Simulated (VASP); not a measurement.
Here is a VASP 6.6.1 calculation.

Contents of INCAR:

```
PREC = Accurate ; ENCUT = 520
EDIFF = 1E-6 ; ISMEAR = -1
SIGMA = 0.1 ; LREAL = F
LASPH = T ; NELM = 100
ALGO = Normal ; ISIF = 2
LWAVE = F ; LCHARG = F
GGA = CA ; NBANDS = 14
```

Contents of KPOINTS:

```
Automatic mesh
0
Gamma
  15 15 8
```

File POSCAR:

```
Cl
1.0
    3.1215353569      0.0000000000      0.0000000000
   -1.5607676784      2.7033289179      0.0000000000
    0.0000000000      0.0000000000      3.8793748997
Cl
2
Direct
    0.3333333333      0.6666666667      0.2500000000
    0.6666666667      0.3333333333      0.7500000000
```

Potentials or basis: VASP PAW LDA potentials, release 64 (Cl).

Launch:

```console
$ cat potpaw_LDA.64/Cl/POTCAR > POTCAR
$ mpirun -np 1 vasp_std > vasp.out
```

Question: Predict the pressure.

Answer: 11.4 GPa.

Question: What does it give for the band gap on the k mesh?

Answer: Zero (band 7 reaches 6.62 eV, above the bottom of band 8 at 4.08 eV).

Stress tensor (GPa, compression positive):
```
11.38  0.00  0.00
 0.00 11.38  0.00
 0.00  0.00 11.46
```
